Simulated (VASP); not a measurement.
Runs of VASP 6.6.1 on NaH. The structure is that of space group Immm (No. 71), or close to it. The cells are those of the table. 

| cell | gap on the mesh (eV) | pressure (GPa) |
| --- | --- | --- |
| a = 3.409, b = 3.409, c = 2.881 Å, angles 65.0, 65.0, 69.8°, 2 atoms | (a) | (b) |
| a = 3.275, b = 3.275, c = 3.263 Å, angles 60.1, 60.1, 65.0°, 2 atoms | 4.28 | 2.1 |
| a = 3.313, b = 3.313, c = 3.009 Å, angles 63.0, 63.0, 69.4°, 2 atoms | 3.67 | 1.5 |
| a = 3.365, b = 3.365, c = 3.136 Å, angles 62.2, 62.2, 65.6°, 2 atoms | (c) | 0.2 |
| a = 3.303, b = 3.303, c = 3.263 Å, angles 60.4, 60.4, 64.3°, 2 atoms | 4.25 | 1.4 |
| a = 3.307, b = 3.307, c = 3.136 Å, angles 61.7, 61.7, 66.9°, 2 atoms | 3.95 | 1.4 |
| a = 3.336, b = 3.336, c = 3.136 Å, angles 62.0, 62.0, 66.2°, 2 atoms | 3.93 | 0.8 |
| a = 3.380, b = 3.380, c = 2.881 Å, angles 64.8, 64.8, 70.4°, 2 atoms | 3.20 | 0.7 |
| a = 3.342, b = 3.342, c = 3.009 Å, angles 63.2, 63.2, 68.7°, 2 atoms | 3.64 | 0.9 |
| a = 3.332, b = 3.332, c = 3.263 Å, angles 60.7, 60.7, 63.7°, 2 atoms | 4.23 | 0.8 |
| a = 3.371, b = 3.371, c = 3.009 Å, angles 63.5, 63.5, 68.0°, 2 atoms | 3.61 | 0.5 |
| a = 3.350, b = 3.350, c = 2.881 Å, angles 64.5, 64.5, 71.2°, 2 atoms | 3.25 | 1.2 |

Alike in all rows: task single point; level r2SCAN; potentials or basis VASP PAW PBE potentials, release 64 (Na_pv, H); no spin polarisation; k mesh 8 × 8 × 8; cutoff (eV) 520; smearing fermi-dirac 0.2 eV.

Estimate the missing entries.

(a) 3.15; (b) 0.1; (c) 3.91.

Caveats: the PAW data sets were made with another functional, which shifts forces and pressure a little.

A k mesh can miss the band edges.
